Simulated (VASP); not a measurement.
# Tl in VASP: settings compared

Tl is run at these levels: PBEsol, BLYP+D4, b88 exchange, pbe correlation; tasks: single point.

All numbers are computed with VASP 6.6.1; they aren't measurements. Logs are shortened: lines on timing, memory, paths and dates and some standing lists are left out, and cuts for length are marked.

## (1) The cell of the first run

The typed cell holds 2 atoms: a = 3.456 Å, b = 3.456 Å, c = 5.525 Å, α = 90.00°, β = 90.00°, γ = 120.00°.

## (2) Single point, PBEsol (atoms moved at random)

INCAR

```
PREC     = Accurate       # precision mode
ENCUT    = 520            # plane-wave cutoff, eV
EDIFF    = 1E-6           # SCF threshold, eV
ISMEAR   = -1             # smearing method
SIGMA    = 0.05           # smearing width, eV
LREAL    = F              # projectors in reciprocal space
LASPH    = T              # aspherical terms in the spheres
NELM     = 60             # most SCF steps
ALGO     = Fast           # electronic algorithm
ISIF     = 2              # what is computed and relaxed
LWAVE    = F              # write WAVECAR
LCHARG   = T              # write CHGCAR
GGA      = PS             # functional
LELF     = T              # ELF
LVHAR    = T            
NBANDS   = 20             # bands
```

KPOINTS

```
regular mesh
0
Gamma
  9 9 5
```

POSCAR

```
Tl
1.0
    3.4560000000      0.0000000000      0.0000000000
   -1.7280000000      2.9929837955      0.0000000000
    0.0000000000      0.0000000000      5.5250000000
Tl
2
Direct
    0.6674960000      0.3196380000      0.7412520000
    0.3290320000      0.6627540000      0.2428710000
```

Potentials or basis: VASP PAW PBE potentials, release 64 (Tl_d).

Command:

```sh
$ cat potpaw_PBE.64/Tl_d/POTCAR > POTCAR
$ mpirun -np 1 vasp_std > vasp.out
```

OUTCAR:

```text
PREC = Accurate
   ENCUT = 520
   EDIFF = 1E-6
   ISMEAR = -1
   LREAL = F
   LASPH = T
   NELM = 60
   ISIF = 2
   GGA = PS

 ion  position               nearest neighbor table
   1  0.667  0.320  0.741-   2 3.38   2 3.39   2 3.40   2 3.41   2 3.43   2 3.44
   2  0.329  0.663  0.243-   1 3.38   1 3.39   1 3.40   1 3.41   1 3.43   1 3.44

  LATTYP: Found a hexagonal cell.
 ALAT       =     3.4560000000
 C/A-ratio  =     1.5986689815

  Lattice vectors:

 A1 = (   3.4560000000,   0.0000000000,   0.0000000000)
 A2 = (  -1.7280000000,   2.9929837955,   0.0000000000)
 A3 = (   0.0000000000,   0.0000000000,   5.5250000000)

Analysis of symmetry for initial positions (statically):
=====================================================================
 Subroutine PRICEL returns:
 Original cell was already a primitive cell.

 Routine SETGRP: Setting up the symmetry group for a
 hexagonal supercell.

 Subroutine GETGRP returns: Found  2 space group operations
 (whereof  1 operations were pure point group operations)
 out of a pool of 24 trial point group operations.

The static configuration has the point symmetry C_1 .
 The point group associated with its full space group is S_2 .

Analysis of symmetry for dynamics (positions and initial velocities):
=====================================================================
 Subroutine PRICEL returns:
 Original cell was already a primitive cell.

 Routine SETGRP: Setting up the symmetry group for a
 hexagonal supercell.

 Subroutine GETGRP returns: Found  2 space group operations
 (whereof  1 operations were pure point group operations)
 out of a pool of 24 trial point group operations.

The dynamic configuration has the point symmetry C_1 .
 The point group associated with its full space group is S_2 .

 Subroutine INISYM returns: Found  2 space group operations
 (whereof  1 operations are pure point group operations),
 and found     1 'primitive' translations

----------------------------------------------------------------------------------------

                                     Primitive cell

  volume of cell :      57.1492

  direct lattice vectors                    reciprocal lattice vectors
     3.456000000  0.000000000  0.000000000     0.289351852  0.167057370  0.000000000
    -1.728000000  2.992983795  0.000000000     0.000000000  0.334114739  0.000000000
[... 76 lines left out ...]
   PREC   = accura    normal or accurate (medium, high low for compatibility)
   ISTART =      0    job   : 0-new  1-cont  2-samecut
   ICHARG =      2    charge: 1-file 2-atom 10-const
   ISPIN  =      1    spin polarized calculation?
   LNONCOLLINEAR =      F non collinear calculations
   LSORBIT =      F    spin-orbit coupling
   LASPH  =      T    aspherical Exc in radial PAW
   ENCUT  =  520.0 eV  38.22 Ry    6.18 a.u.   6.43  6.43 10.27*2*pi/ulx,y,z
   NELM   =     60;   NELMIN=  2; NELMDL= -5     # of ELM steps
   EDIFF  = 0.1E-05   stopping-criterion for ELM
   LREAL  =      F    real-space projection
   EDIFFG = 0.1E-04   stopping-criterion for IOM
   NSW    =      0    number of steps for IOM
   IBRION =     -1    ionic relax: 0-MD 1-quasi-New 2-CG
   NFREE  =      0    steps in history (QN), initial steepest desc. (CG)
   ISIF   =      2    stress and relaxation
   ISYM   =      2    0-nonsym 1-usesym 2-fastsym
   POTIM  = 0.5000    time-step for ionic-motion
   TEBEG  =    0.0;   TEEND  =   0.0 temperature during run
   PSTRESS=    0.0 pullay stress
   NELECT =      26.0000    total number of electrons
   NUPDOWN=      -1.0000    fix difference up-down
   EMIN   =  10.00;   EMAX   =-10.00  energy-range for DOS
   EFERMI =   0.00;   METHOD = LEGACY
   ISMEAR =    -1;   SIGMA  =   0.05  broadening in eV -4-tet -1-fermi 0-gaus
   EFERMI_NEDOS =   21; number of points for ismear=-14 and -15
   IALGO  =     68    algorithm
   IMIX   =      4    mixing-type and parameters
     AMIX     =   0.40;   BMIX     =  1.00
     AMIX_MAG =   1.60;   BMIX_MAG =  1.00
  volume/ion in A,a.u.               =      28.57       192.83
  Fermi-wavevector in a.u.,A,eV,Ry     =   1.259107  2.379366 21.569987  1.585349
  Thomas-Fermi vector in A             =   2.392683
   LORBIT       =      0    0 simple, 1 ext, 2 COOP (PROOUT), +10 PAW based schemes
   GGA     = PS    functional components
   LHFCALC =     F    Hartree Fock is set to
   AEXX    =    0.0000 exact exchange contribution
   IVDW    =     0    specifies the selected vdW correction
   LEPSILON=     F    determine dielectric tensor
   LRPA    =     F    only Hartree local field effects (RPA)
 non-spin polarized calculation
 RMM-DIIS sequential band-by-band and
  energy-cutoff  :      520.00
  volume of cell :       57.15
 maximum number of plane-waves:      1558
 NGX is ok and might be reduce to    28
   NGX = 13   NGY = 13   NGZ = 21

 number of electron      26.0000000 magnetization

 Free energy of the ion-electron system (eV)
  ---------------------------------------------------
  ext. energy  EPLUGINS =         0.00000000
  ---------------------------------------------------
  free energy    TOTEN  =        -5.24366955 eV

  energy without entropy =       -5.22929782  energy(sigma->0) =       -5.23648368

 E-fermi :   6.3542     XC(G=0): -10.3694

 val. band max:        6.3316452861   @ k =   0.3333   0.0000   0.4000
 cond. band min:       6.3568217648   @ k =   0.2222  -0.4444   0.4000
 fundamental gap:      0.0251764787
 Fermi energy:         6.3541993055

 k-point     1 :       0.0000    0.0000    0.0000
  band No.  band energies     occupation
      1      -5.3539      2.00000
      2      -5.1203      2.00000
      3      -5.1020      2.00000
      4      -5.0968      2.00000
      5      -5.0462      2.00000
      6      -5.0426      2.00000
[... 541 lines left out ...]
     19      15.3359      0.00000
     20      16.2409      0.00000

 [... further k-points ...]
[... 5 lines left out ...]
  --------------------------------------------------------------------------------------
  -------------------------------------------------------------------------------------
  Total       -0.1361929     -0.0478134      0.3671790      0.0549425      0.0006948     -0.0008416
  in kB       -3.8181652     -1.3404480     10.2938543      1.5403106      0.0194785     -0.0235940
  external PRESSURE =       1.7117470 kB  Pullay stress =       0.0000000 kB

 VOLUME and BASIS-vectors are now :
 -----------------------------------------------------------------------------
  energy-cutoff  :      520.00
  volume of cell :       57.15
      direct lattice vectors                 reciprocal lattice vectors
     3.456000000  0.000000000  0.000000000     0.289351852  0.167057370  0.000000000
    -1.728000000  2.992983795  0.000000000     0.000000000  0.334114739  0.000000000
     0.000000000  0.000000000  5.525000000     0.000000000  0.000000000  0.180995475

 POSITION                                       TOTAL-FORCE (eV/Angst)
 -----------------------------------------------------------------------------------
      1.75453      0.95667      4.09542        -0.006153      0.005969      0.025236
     -0.00810      1.98361      1.34186         0.006153     -0.005969     -0.025236
 -----------------------------------------------------------------------------------
    total drift:                               -0.000020     -0.000001     -0.000052

  FREE ENERGIE OF THE ION-ELECTRON SYSTEM (eV)
  ---------------------------------------------------
  free  energy   TOTEN  =        -5.2436695454 eV

  energy  without entropy=       -5.2292978233  energy(sigma->0) =       -5.23648368
```

Wall time 2.2 min (1 thread of Intel Xeon Platinum 8259CL at 2.50GHz (Skylake/Cascade Lake), shared host); peak memory 0.31 GiB.

Results:

| Property | Result |
| --- | --- |
| Free energy | -5.2437 eV |
| Pressure | 0.2 GPa |
| Largest force | 0.027 eV/Å |
| Band gap on the k mesh | zero (bands 13 and 14 overlap by 3.73 eV) |

Forces in eV/Å, atoms in the order of the input:
```
Tl  -0.006  0.006  0.025
Tl   0.006 -0.006 -0.025
```

Caveat: the cell differs from its parent crystal (atoms moved at random); the PAW data sets were made with another functional, which shifts forces and pressure a little; spin-orbit coupling is left out, which moves the levels of the heavy elements.

## (3) Single point, BLYP+D4 (25.15 Å³/atom)

This run uses another cell than the first one, of 25.15 Å³/atom.

INCAR

```
SYSTEM = Tl
AGGAC = 1.0
AGGAX = 1.0
ALDAC = 0.0
ALDAX = 1.0
ALGO = Normal
EDIFF = 1E-6
ENCUT = 500
GGA = B5
GGA_COMPAT = .FALSE.
ISIF = 2
ISMEAR = -1
IVDW = 13
LASPH = .TRUE.
LCHARG = .TRUE.
LELF = .TRUE.
LREAL = .FALSE.
LVHAR = .TRUE.
LWAVE = .FALSE.
NBANDS = 20
NELM = 120
PREC = Accurate
SIGMA = 0.1
VDW_A1 = 0.44488865
VDW_A2 = 4.0933009
VDW_S6 = 1.0
VDW_S8 = 2.34076671
```

KPOINTS

```
k-points
0
G
  9 9 5
  0 0 0
```

POSCAR

```
Tl
1.0
    3.3118294100      0.0000000000      0.0000000000
   -1.6559147050      2.8681284021      0.0000000000
    0.0000000000      0.0000000000      5.2945189400
Tl
2
Direct
    0.6666666667      0.3333333333      0.7500000000
    0.3333333333      0.6666666667      0.2500000000
```

Potentials or basis: VASP PAW PBE potentials, release 64 (Tl_d).

Command:

```sh
$ cat potpaw_PBE.64/Tl_d/POTCAR > POTCAR
$ mpirun -np 1 vasp_std > vasp.out
```

OUTCAR:

```text
SYSTEM = Tl
   EDIFF = 1E-6
   ENCUT = 500
   GGA = B5
   ISIF = 2
   ISMEAR = -1
   IVDW = 13
   LASPH = .TRUE.
   LREAL = .FALSE.
   NELM = 120
   PREC = Accurate

 ion  position               nearest neighbor table
   1  0.667  0.333  0.750-   2 3.27   2 3.27   2 3.27   2 3.27   2 3.27   2 3.27
   2  0.333  0.667  0.250-   1 3.27   1 3.27   1 3.27   1 3.27   1 3.27   1 3.27

  LATTYP: Found a hexagonal cell.
 ALAT       =     3.3118294100
 C/A-ratio  =     1.5986689785

  Lattice vectors:

 A1 = (   3.3118294100,   0.0000000000,   0.0000000000)
 A2 = (  -1.6559147050,   2.8681284021,   0.0000000000)
 A3 = (   0.0000000000,   0.0000000000,   5.2945189400)

Analysis of symmetry for initial positions (statically):
=====================================================================
 Subroutine PRICEL returns:
 Original cell was already a primitive cell.

 Routine SETGRP: Setting up the symmetry group for a
 hexagonal supercell.

 Subroutine GETGRP returns: Found 24 space group operations
 (whereof 12 operations were pure point group operations)
 out of a pool of 24 trial point group operations.

The static configuration has the point symmetry D_3d.
[... 159 lines left out ...]

  energy without entropy =       -2.65015525  energy(sigma->0) =       -2.67045709

 E-fermi :   8.5981     XC(G=0): -10.2597

 val. band max:        8.5663888901   @ k =   0.3333   0.1111   0.4000
 cond. band min:       8.6132499816   @ k =   0.2222   0.2222   0.4000
 fundamental gap:      0.0468610916
 Fermi energy:         8.5981389098

 k-point     1 :       0.0000    0.0000    0.0000
  band No.  band energies     occupation
      1      -3.6522      2.00000
      2      -3.2829      2.00000
      3      -3.2576      2.00000
      4      -3.2576      2.00000
      5      -3.1811      2.00000
      6      -3.1811      2.00000
[... 541 lines left out ...]
     19      16.8622      0.00000
     20      24.6725      0.00000

 [... further k-points ...]

------------------------ aborting loop because EDIFF is reached ----------------------------------------

  DFT-D4 for vdW energy calculation

  Edisp (eV):   -1.53409

  FORCE on cell =-STRESS in cart. coord.  units (eV):
  Direction    XX          YY          ZZ          XY          YZ          ZX
  --------------------------------------------------------------------------------------
  -------------------------------------------------------------------------------------
  Total       3.25475     3.25475     4.07877     0.00000     0.00000     0.00000
  in kB     103.68973   103.68973   129.94127     0.00000     0.00000     0.00000
  external pressure =      112.44 kB  Pullay stress =        0.00 kB

 VOLUME and BASIS-vectors are now :
 -----------------------------------------------------------------------------
  energy-cutoff  :      500.00
  volume of cell :       50.29
      direct lattice vectors                 reciprocal lattice vectors
     3.311829410  0.000000000  0.000000000     0.301947919  0.174329713  0.000000000
    -1.655914705  2.868128402  0.000000000     0.000000000  0.348659425  0.000000000
     0.000000000  0.000000000  5.294518940     0.000000000  0.000000000  0.188874572

 POSITION                                       TOTAL-FORCE (eV/Angst)
 -----------------------------------------------------------------------------------
      1.65591      0.95604      3.97089         0.000000     -0.000000      0.000000
     -0.00000      1.91209      1.32363        -0.000000      0.000000      0.000000
 -----------------------------------------------------------------------------------
    total drift:                               -0.000000      0.000000     -0.000000

  FREE ENERGIE OF THE ION-ELECTRON SYSTEM (eV)
  ---------------------------------------------------
  free  energy   TOTEN  =        -4.2248474001 eV

  energy  without entropy=       -4.1842437277  energy(sigma->0) =       -4.20454556
```

stdout:

```text
POSCAR found type information on POSCAR Tl
 POSCAR found :  1 types and       2 ions
 scaLAPACK will be used
 -----------------------------------------------------------------------------
|                                                                             |
|                                                                             |
|     You enforced a specific xc type in the INCAR file but a different       |
|     I HOPE YOU KNOW WHAT YOU ARE DOING!                                     |
|                                                                             |
 -----------------------------------------------------------------------------

 LDA part: xc-table for (Slater(with rela. corr.)+VWN5), standard interpolation
 POSCAR, INCAR and KPOINTS ok, starting setup
 FFT: planning ... GRIDC
 FFT: planning ... GRID_SOFT
 FFT: planning ... GRID
 WAVECAR not read
 entering main loop
```

It took 52 s on 1 thread of AMD EPYC 7R43 (Zen 3), shared host; peak memory 0.13 GiB.

What came out:

```
Free energy                : -4.2248 eV
Pressure                   : 11.2 GPa
Band gap on the k mesh     : zero (bands 13 and 14 overlap by 4.26 eV)
Dispersion energy per atom : -0.767 eV
```

Stress tensor (GPa, compression positive):
```
10.37  0.00  0.00
 0.00 10.37  0.00
 0.00  0.00 12.99
```

Caveat: the cell stands under pressure; the PAW data sets were made with another functional, which shifts forces and pressure a little; spin-orbit coupling is left out, which moves the levels of the heavy elements.

## (4) Single point, b88 exchange, pbe correlation, collinear spin (32.86 Å³/atom)

This run uses another cell than the first one, of 32.86 Å³/atom.

INCAR

```
SYSTEM = Tl
PREC = Accurate
ENCUT = 500
EDIFF = 1E-6
ISMEAR = 0
SIGMA = 0.1
LREAL = .FALSE.
LASPH = .TRUE.
NELM = 200
ALGO = Normal
ISIF = 2
LWAVE = .FALSE.
LCHARG = .FALSE.
ISPIN = 2
MAGMOM = 0.5 -0.5
LORBIT = 11
GGA = LIBXC
LIBXC1 = GGA_X_B88
LIBXC2 = GGA_C_PBE
NBANDS = 24
GGA_COMPAT = .FALSE.
```

KPOINTS

```
regular mesh
0
G
  9 9 5
  0 0 0
```

POSCAR

```
Tl
1.0
    3.6208150958      0.0000000000      0.0000000000
   -1.8104075479      3.1357178554      0.0000000000
    0.0000000000      0.0000000000      5.7884847813
Tl
2
Direct
    0.6666666667      0.3333333333      0.7500000000
    0.3333333333      0.6666666667      0.2500000000
```

Command:

```sh
$ cat potpaw_PBE.64/Tl_d/POTCAR > POTCAR
$ mpirun -np 1 vasp_std > vasp.out
```

Run time: 2.3 min. Hardware: 1 thread of AMD EPYC 7R43 (Zen 3), shared host; peak memory 0.21 GiB.

The run converged. Its results:

| Item | Value |
| --- | --- |
| Free energy | -4.2265 eV |
| Pressure | -1.1 GPa |
| Band gap on the k mesh | zero (filled and empty bands overlap) |
| Net moment | 0.00 μB per cell |
| Valence electrons inside the program's atomic spheres | Tl 11.17 |

Stress tensor (GPa, compression positive):
```
-1.23  0.00  0.00
 0.00 -1.23  0.00
 0.00  0.00 -0.90
```

Levels at points of the mesh, in eV from the Fermi level:
Spin up:
| k point | band 10 | band 11 | band 12 | band 13 | band 14 | band 15 | band 16 | band 17 |
| --- | --- | --- | --- | --- | --- | --- | --- | --- |
| (0.00, 0.00, 0.00) | -11.08 | -9.14 | -5.16 | -2.26 | 7.10 | 7.10 | 8.90 | 8.90 |
Spin down:
```csv
k point,band 9,band 10,band 11,band 12,band 13,band 14,band 15,band 16,band 17,band 18
"(0.00, 0.00, 0.00)",-11.08,-11.08,-9.14,-5.16,-2.26,7.10,7.10,8.90,8.90,9.66
```

Caveat: the PAW data sets were made with another functional, which shifts forces and pressure a little; spin-orbit coupling is left out, which moves the levels of the heavy elements.

## (5) Overview

| level | spin | cell | cutoff (eV) | smearing | gap on the mesh (eV) | pressure (GPa) |
| --- | --- | --- | --- | --- | --- | --- |
| PBEsol | off | a = 3.456, b = 3.456, c = 5.525 Å, angles 90.0, 90.0, 120.0°, 2 atoms, atomic positions A | 520 | fermi-dirac 0.05 eV | none | 0.2 |
| BLYP+D4 | off | a = 3.312, b = 3.312, c = 5.295 Å, angles 90.0, 90.0, 120.0°, 2 atoms, atomic positions B | 500 | fermi-dirac 0.1 eV | none | 11.2 |
| b88 exchange, pbe correlation | collinear | a = 3.621, b = 3.621, c = 5.788 Å, angles 90.0, 90.0, 120.0°, 2 atoms, atomic positions B | 500 | gaussian 0.1 eV | none | -1.1 |

Alike in all rows: task single point; potentials or basis VASP PAW PBE potentials, release 64 (Tl_d); k mesh 9 × 9 × 5.

Caveats: the PAW data sets were made with another functional, which shifts forces and pressure a little; spin-orbit coupling is left out, which moves the levels of the heavy elements; the cell stands under pressure (at least some runs).

Absolute energies hang on the potentials; compare differences alone.

The gap in the log of VASP goes by the Fermi energy; the results here count the filled bands.